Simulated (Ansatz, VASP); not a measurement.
Si in VASP and in Ansatz

The input INCAR:

```
  PREC = Accurate
  ENCUT = 520
  EDIFF = 1E-6
  ISMEAR = -1
  SIGMA = 0.1
  LREAL = False
  LASPH = True
  NELM = 60
  ALGO = Normal
  ISIF = 2
  LWAVE = False
  LCHARG = False
  GGA = PS
  NBANDS = 8
```

The input KPOINTS:

```
regular mesh
0
Gamma
  19 19 19
```

POSCAR

```
Si
1.0
   -1.4186962873      1.4186962873      1.4186962873
    1.4186962873     -1.4186962873      1.4186962873
    1.4186962873      1.4186962873     -1.4186962873
Si
1
Direct
    0.0000000000      0.0000000000      0.0000000000
```

Input for Ansatz:

```yaml
crystal:
  lattice:
    - [-1.4186962873, 1.4186962873, 1.4186962873]
    - [1.4186962873, -1.4186962873, 1.4186962873]
    - [1.4186962873, 1.4186962873, -1.4186962873]
  atoms:
    - { symbol: Si, position: [0.0, 0.0, 0.0] }
kpoints:
  mp_grid: { grid: [19, 19, 19] }
scf:
  occupations: { method: fermi_dirac, width: 0.1 }
hamiltonian:
  xc: pbesol
  pseudopotentials: { kind: all_electron, lapw: { basis_error: 0.001 } }
output:
  forces: true
  stress: true
  eigenvalues: true
  populations: true
```

Change from the starting cell: volume scaled by 0.8, LAPW.

Alike in both runs: task single point; functional PBEsol; k mesh 19 × 19 × 19; occupations fermi-dirac, width 0.1 eV; no spin polarisation.

|  | VASP | Ansatz |
| --- | --- | --- |
| version | VASP 6.6.1 | Ansatz 0.2.0 |
| potentials or method | VASP PAW PBE potentials, release 64 (Si), cutoff 520 eV | all-electron LAPW, scalar-relativistic |

```csv
,VASP,Ansatz,Ansatz less VASP
pressure (GPa),36.4,36.1,-0.25
```

VASP's potentials were made for PBE, not for PBEsol. Both programs put the cell under a high pressure, so it lies far from rest at this level. Ansatz ran all-electron here, and VASP with PAW potentials.
